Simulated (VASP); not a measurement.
Here is a VASP 6.6.1 calculation.

The input INCAR:

```
ALGO = Normal
EDIFF = 1E-6
ENCUT = 520
GGA = PE
ISIF = 2
ISMEAR = 0
LASPH = T
LCHARG = F
LREAL = F
LWAVE = F
NBANDS = 15
NELM = 100
PREC = Accurate
SIGMA = 0.15
```

The input KPOINTS:

```
k-points
0
Gamma
  8 8 8
```

POSCAR

```
TiC
1.0
    0.0000000000      2.1593000000      2.1593000000
    2.1593000000      0.0000000000      2.1593000000
    2.1593000000      2.1593000000      0.0000000000
Ti C
1 1
Direct
    0.0312300000      0.9477500000      0.9829100000
    0.4471688695      0.5275211305      0.4926011305
```

Potentials or basis: VASP PAW PBE potentials, release 64 (Ti_sv, C).

Launch:

```console
$ cat potpaw_PBE.64/Ti_sv/POTCAR potpaw_PBE.64/C/POTCAR > POTCAR
$ mpirun -np 1 vasp_std > vasp.out
```

Q: Estimate the pressure.

A: 10.3 GPa.

Q: Estimate the band gap on the k mesh.

A: 0.12 eV, indirect (least direct gap 0.70 eV).

Q: Estimate the largest force.

A: 2.243 eV/Å.

Forces on the atoms (eV/Å):
```
Ti   1.772 -1.373 -0.066
C   -1.772  1.373  0.066
```

Caveat: forces of over 1 eV/Å act on the atoms, so gaps and moduli don't describe the material at rest. A k mesh can miss the band edges.
